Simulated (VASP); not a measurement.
The system is Al4P.

```xyz
5
Lattice="-2.7105 2.7105 3.0444 2.7105 -2.7105 3.0444 2.7105 2.7105 -3.0444" Properties=species:S:1:pos:R:3 pbc="T T T"
Al    1.4499    1.4499    0.0000
Al    1.2606    1.2606    3.0444
Al    1.2606   -1.2606    3.0444
Al   -1.2606    1.2606    3.0444
P     0.0000    0.0000    0.0000
```

| Item | Value |
| --- | --- |
| Program | VASP 6.6.1 |
| Task | relaxation of cell and atoms |
| Functional | PBE |
| Potentials or basis | VASP PAW PBE potentials, release 64 (Al, P) |
| Cutoff | 600 eV |
| k mesh | 4 × 4 × 4 |
| Occupations | gaussian, width 0.1 eV |
| Spin | no spin polarisation |

At the start: pressure 24.5 GPa; volume 17.89 Å³/atom.

Where does the relaxation end?

Over 9 steps the energy falls by 531.1 meV/atom and the volume is 20.91 Å³/atom (+16.8 %); space group I4/mmm (No. 139, to 0.05 Å).

Step by step:
```tsv
step	energy change (eV)	largest force (eV/Å)	pressure (GPa)	volume (Å³)
1	0.0000	3.5656	24.54	89.47
2	-1.8499	0.5504	-7.34	128.38
3	-2.5244	0.2220	-1.39	110.59
4	-2.6187	0.0789	-1.24	108.28
5	-2.6498	0.0355	-0.91	106.38
6	-2.6503	0.0501	-0.84	106.11
7	-2.6546	0.0486	0.27	104.12
8	-2.6549	0.0497	0.04	104.52
9	-2.6553	0.0202	0.02	104.53
```

Final structure:
```
Al P
1.0
    -3.03008    3.03008    2.84631
     3.03008   -3.03008    2.84631
     3.03008    3.03008   -2.84631
Al P
4 1
Direct
  0.28051 0.28051 0.56102
  0.71949 0.71949 0.43898
  0.28051 0.71949 0.00000
  0.71949 0.28051 0.00000
  0.00000 0.00000 0.00000
```

Caveat: the k points lie up to 0.38 Å⁻¹ apart in the final cell; the volume moved by over 15 % at a fixed basis, so the end points are rough.
